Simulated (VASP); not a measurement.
# TaF3 (P4/mmm) in VASP: a series of runs, part 2 of 2

VASP 6.6.1. Earlier steps stand in the parts before.

### Step 3. Single point, PBE (strain +0.000 along x and y, -0.015 along z)

The input, INCAR:

```
  PREC = Accurate
  ENCUT = 520
  EDIFF = 1E-6
  ISMEAR = 0
  SIGMA = 0.15
  LREAL = False
  LASPH = True
  NELM = 100
  ALGO = Normal
  ISIF = 2
  LWAVE = False
  LCHARG = False
  GGA = PE
  NBANDS = 24
```

The input, KPOINTS:

```
regular mesh
0
Gamma
  12 12 12
```

The input, POSCAR:

```
TaF3
1.0
    3.9012000000      0.0000000000      0.0000000000
    0.0000000000      3.9012000000      0.0000000000
    0.0000000000      0.0000000000      3.8426820000
Ta F
1 3
Direct
    0.0000000000      0.0000000000      0.0000000000
    0.5000000000      0.0000000000      0.0000000000
    0.0000000000      0.5000000000      0.0000000000
    0.0000000000      0.0000000000      0.5000000000
```

Potentials or basis: VASP PAW PBE potentials, release 64 (Ta_pv, F).

Command:

```bash
$ cat potpaw_PBE.64/Ta_pv/POTCAR potpaw_PBE.64/F/POTCAR > POTCAR
$ mpirun -np 1 vasp_std > vasp.out
```

OUTCAR:

```text
PREC = Accurate
   ENCUT = 520
   EDIFF = 1E-6
   ISMEAR = 0
   LREAL = False
   LASPH = True
   NELM = 100
   ISIF = 2
   GGA = PE

 ion  position               nearest neighbor table
   1  0.000  0.000  0.000-   4 1.92   4 1.92   2 1.95   3 1.95   3 1.95   2 1.95
   2  0.500  0.000  0.000-   1 1.95   1 1.95
   3  0.000  0.500  0.000-   1 1.95   1 1.95
   4  0.000  0.000  0.500-   1 1.92   1 1.92

  LATTYP: Found a simple tetragonal cell.
 ALAT       =     3.9012000000
 C/A-ratio  =     0.9850000000

  Lattice vectors:

 A1 = (   3.9012000000,   0.0000000000,   0.0000000000)
 A2 = (   0.0000000000,   3.9012000000,   0.0000000000)
 A3 = (   0.0000000000,   0.0000000000,   3.8426820000)

Analysis of symmetry for initial positions (statically):
=====================================================================
 Subroutine PRICEL returns:
 Original cell was already a primitive cell.

 Routine SETGRP: Setting up the symmetry group for a
 simple tetragonal supercell.

 Subroutine GETGRP returns: Found 16 space group operations
 (whereof 16 operations were pure point group operations)
 out of a pool of 16 trial point group operations.

The static configuration has the point symmetry D_4h.

Analysis of symmetry for dynamics (positions and initial velocities):
=====================================================================
 Subroutine PRICEL returns:
 Original cell was already a primitive cell.

 Routine SETGRP: Setting up the symmetry group for a
 simple tetragonal supercell.

 Subroutine GETGRP returns: Found 16 space group operations
 (whereof 16 operations were pure point group operations)
 out of a pool of 16 trial point group operations.

The dynamic configuration has the point symmetry D_4h.

 Subroutine INISYM returns: Found 16 space group operations
 (whereof 16 operations are pure point group operations),
 and found     1 'primitive' translations

----------------------------------------------------------------------------------------

                                     Primitive cell

  volume of cell :      58.4832

  direct lattice vectors                    reciprocal lattice vectors
     3.901200000  0.000000000  0.000000000     0.256331385  0.000000000  0.000000000
     0.000000000  3.901200000  0.000000000     0.000000000  0.256331385  0.000000000
     0.000000000  0.000000000  3.842682000     0.000000000  0.000000000  0.260234909

  length of vectors
     3.901200000  3.901200000  3.842682000     0.256331385  0.256331385  0.260234909

  position of ions in fractional coordinates (direct lattice)
     0.000000000  0.000000000  0.000000000
     0.500000000  0.000000000  0.000000000
     0.000000000  0.500000000  0.000000000
     0.000000000  0.000000000  0.500000000

  ion indices of the primitive-cell ions
   primitive index   ion index
                 1           1
                 2           2
                 3           3
                 4           4

----------------------------------------------------------------------------------------

 KPOINTS: regular mesh

Automatic generation of k-mesh.
 Grid dimensions read from file:
 generate k-points for:   12   12   12

 Generating k-lattice:

  Cartesian coordinates                     Fractional coordinates (reciprocal lattice)
     0.021360949  0.000000000  0.000000000     0.083333333  0.000000000  0.000000000
     0.000000000  0.021360949  0.000000000     0.000000000  0.083333333  0.000000000
     0.000000000  0.000000000  0.021686242     0.000000000  0.000000000  0.083333333

  Length of vectors
     0.021360949  0.021360949  0.021686242

  Shift w.r.t. Gamma in fractional coordinates (k-lattice)
     0.000000000  0.000000000  0.000000000

 Subroutine IBZKPT returns following result:
 ===========================================

 Found    196 irreducible k-points:

 Following reciprocal coordinates:
            Coordinates               Weight
  0.000000  0.000000  0.000000      1.000000
  0.083333  0.000000  0.000000      4.000000
  0.166667  0.000000  0.000000      4.000000
  0.250000  0.000000  0.000000      4.000000
  0.333333  0.000000  0.000000      4.000000
  0.416667  0.000000  0.000000      4.000000
[... 16 lines left out ...]
  0.333333  0.333333  0.000000      4.000000
  0.416667  0.333333  0.000000      8.000000
 [... further k-points ...]
   k-points           NKPTS =    196   k-points in BZ     NKDIM =    196   number of bands    NBANDS=     24
   number of dos      NEDOS =    301   number of ions     NIONS =      4
   total plane-waves  NPLWV =  27000
   dimension x,y,z NGX =    30 NGY =   30 NGZ =   30
   dimension x,y,z NGXF=    60 NGYF=   60 NGZF=   60
   ions per type =               1   3
   NGX,Y,Z   is equivalent  to a cutoff of  12.78, 12.78, 12.98 a.u.
   NGXF,Y,Z  is equivalent  to a cutoff of  25.57, 25.57, 25.96 a.u.
 SYSTEM =  unknown system
   PREC   = accura    normal or accurate (medium, high low for compatibility)
   ISTART =      0    job   : 0-new  1-cont  2-samecut
   ICHARG =      2    charge: 1-file 2-atom 10-const
   ISPIN  =      1    spin polarized calculation?
   LNONCOLLINEAR =      F non collinear calculations
   LSORBIT =      F    spin-orbit coupling
   LASPH  =      T    aspherical Exc in radial PAW
   ENCUT  =  520.0 eV  38.22 Ry    6.18 a.u.   7.25  7.25  7.14*2*pi/ulx,y,z
   NELM   =    100;   NELMIN=  2; NELMDL= -5     # of ELM steps
   EDIFF  = 0.1E-05   stopping-criterion for ELM
   LREAL  =      F    real-space projection
   EDIFFG = 0.1E-04   stopping-criterion for IOM
   NSW    =      0    number of steps for IOM
   IBRION =     -1    ionic relax: 0-MD 1-quasi-New 2-CG
   NFREE  =      0    steps in history (QN), initial steepest desc. (CG)
   ISIF   =      2    stress and relaxation
   ISYM   =      2    0-nonsym 1-usesym 2-fastsym
   POTIM  = 0.5000    time-step for ionic-motion
   TEBEG  =    0.0;   TEEND  =   0.0 temperature during run
   PSTRESS=    0.0 pullay stress
   NELECT =      32.0000    total number of electrons
   NUPDOWN=      -1.0000    fix difference up-down
   EMIN   =  10.00;   EMAX   =-10.00  energy-range for DOS
   EFERMI =   0.00;   METHOD = LEGACY
   ISMEAR =     0;   SIGMA  =   0.15  broadening in eV -4-tet -1-fermi 0-gaus
   EFERMI_NEDOS =   21; number of points for ismear=-14 and -15
   IALGO  =     38    algorithm
   IMIX   =      4    mixing-type and parameters
     AMIX     =   0.40;   BMIX     =  1.00
     AMIX_MAG =   1.60;   BMIX_MAG =  1.00
  volume/ion in A,a.u.               =      14.62        98.67
  Fermi-wavevector in a.u.,A,eV,Ry     =   1.339002  2.530347 24.394241  1.792926
  Thomas-Fermi vector in A             =   2.467428
   LORBIT       =      0    0 simple, 1 ext, 2 COOP (PROOUT), +10 PAW based schemes
   GGA     = PE    functional components
   LHFCALC =     F    Hartree Fock is set to
   AEXX    =    0.0000 exact exchange contribution
   IVDW    =     0    specifies the selected vdW correction
   LEPSILON=     F    determine dielectric tensor
   LRPA    =     F    only Hartree local field effects (RPA)
 non-spin polarized calculation
 Gauss-broadening in eV      SIGMA  =   0.15
  energy-cutoff  :      520.00
  volume of cell :       58.48
 maximum number of plane-waves:      1594
 NGX is ok and might be reduce to    30
   NGX = 15   NGY = 15   NGZ = 15

 number of electron      32.0000012 magnetization

 Free energy of the ion-electron system (eV)
  ---------------------------------------------------
  ext. energy  EPLUGINS =         0.00000000
  ---------------------------------------------------
  free energy    TOTEN  =       -25.86421921 eV

  energy without entropy =      -25.83427650  energy(sigma->0) =      -25.84924786

 E-fermi :   5.1377     XC(G=0):  -9.1156

 val. band max:        5.1375331995   @ k =   0.4167   0.1667   0.2500
 cond. band min:       5.1428961933   @ k =   0.3333   0.0000   0.3333
 fundamental gap:      0.0053629938
 Fermi energy:         5.1377331809

 k-point     1 :       0.0000    0.0000    0.0000
  band No.  band energies     occupation
      1     -32.0035      2.00000
      2     -31.9272      2.00000
      3     -31.9272      2.00000
      4     -24.1825      2.00000
      5     -23.8067      2.00000
      6     -23.6701      2.00000
[... 637 lines left out ...]
     23      12.0039      0.00000
     24      13.7120      0.00000

 [... further k-points ...]

------------------------ aborting loop because EDIFF is reached ----------------------------------------

  FORCE on cell =-STRESS in cart. coord.  units (eV):
  Direction    XX          YY          ZZ          XY          YZ          ZX
  --------------------------------------------------------------------------------------
  -------------------------------------------------------------------------------------
  Total        9.8600619      9.8600619     12.5055638      0.0000000      0.0000000      0.0000000
  in kB      270.1216199    270.1216199    342.5965482      0.0000000      0.0000000      0.0000000
  external PRESSURE =     294.2799293 kB  Pullay stress =       0.0000000 kB

 VOLUME and BASIS-vectors are now :
 -----------------------------------------------------------------------------
  energy-cutoff  :      520.00
  volume of cell :       58.48
      direct lattice vectors                 reciprocal lattice vectors
     3.901200000  0.000000000  0.000000000     0.256331385  0.000000000  0.000000000
     0.000000000  3.901200000  0.000000000     0.000000000  0.256331385  0.000000000
     0.000000000  0.000000000  3.842682000     0.000000000  0.000000000  0.260234909

 POSITION                                       TOTAL-FORCE (eV/Angst)
 -----------------------------------------------------------------------------------
      0.00000      0.00000      0.00000         0.000000      0.000000      0.000000
      1.95060      0.00000      0.00000         0.000000      0.000000      0.000000
      0.00000      1.95060      0.00000         0.000000      0.000000      0.000000
      0.00000      0.00000      1.92134         0.000000      0.000000      0.000000
 -----------------------------------------------------------------------------------
    total drift:                                0.000000      0.000000      0.000000

  FREE ENERGIE OF THE ION-ELECTRON SYSTEM (eV)
  ---------------------------------------------------
  free  energy   TOTEN  =       -25.8642192123 eV

  energy  without entropy=      -25.8342765010  energy(sigma->0) =      -25.84924786
```

OSZICAR:

```text
N       E                     dE             d eps       ncg     rms          rms(c)
DAV:   1     0.267022283969E+03    0.26702E+03   -0.18193E+04  9416   0.131E+03
DAV:   2    -0.145321754321E+02   -0.28155E+03   -0.27150E+03 11768   0.374E+02
DAV:   3    -0.278767835425E+02   -0.13345E+02   -0.13251E+02 11888   0.813E+01
DAV:   4    -0.279842482786E+02   -0.10746E+00   -0.10744E+00 10128   0.821E+00
DAV:   5    -0.279853659814E+02   -0.11177E-02   -0.11177E-02 11960   0.807E-01    0.318E+01
DAV:   6    -0.258665099376E+02    0.21189E+01   -0.72222E+00  9912   0.251E+01    0.162E+01
DAV:   7    -0.258619644792E+02    0.45455E-02   -0.19626E-01 10296   0.397E+00    0.911E+00
DAV:   8    -0.258629809223E+02   -0.10164E-02   -0.19254E-02 10688   0.140E+00    0.137E+00
DAV:   9    -0.258628060729E+02    0.17485E-03   -0.12527E-03 11056   0.295E-01    0.165E-01
DAV:  10    -0.258641440224E+02   -0.13379E-02   -0.15631E-03  9464   0.231E-01    0.184E-02
DAV:  11    -0.258641854743E+02   -0.41452E-04   -0.42066E-05 10984   0.492E-02    0.109E-02
DAV:  12    -0.258642114193E+02   -0.25945E-04   -0.17479E-05  9224   0.212E-02    0.688E-03
DAV:  13    -0.258642189764E+02   -0.75571E-05   -0.81304E-06  8760   0.135E-02    0.849E-03
DAV:  14    -0.258642192123E+02   -0.23596E-06   -0.35941E-07  7680   0.433E-03
   1 F= -.25864219E+02 E0= -.25849248E+02  d E =-.299427E-01
```

stdout:

```text
POSCAR found type information on POSCAR TaF
 POSCAR found :  2 types and       4 ions
 scaLAPACK will be used
 LDA part: xc-table for (Slater+PW92), standard interpolation
 POSCAR, INCAR and KPOINTS ok, starting setup
 FFT: planning ... GRIDC
 FFT: planning ... GRID_SOFT
 FFT: planning ... GRID
 WAVECAR not read
 entering main loop
```

Wall time 5.7 min (1 thread of Intel Xeon Platinum 8259CL at 2.50GHz (Skylake/Cascade Lake), shared host); peak memory 0.34 GiB.

Results:

```
Free energy            : -25.8642 eV
Pressure               : 29.4 GPa
Band gap on the k mesh : zero (bands 16 and 17 overlap by 3.05 eV)
```

Stress tensor (GPa, compression positive):
```
27.01  0.00  0.00
 0.00 27.01  0.00
 0.00  0.00 34.26
```

Caveat: the cell differs from its parent crystal (strain +0.000 along x and y, -0.015 along z); the cell stands under pressure; spin-orbit coupling is left out, which moves the levels of the heavy elements.
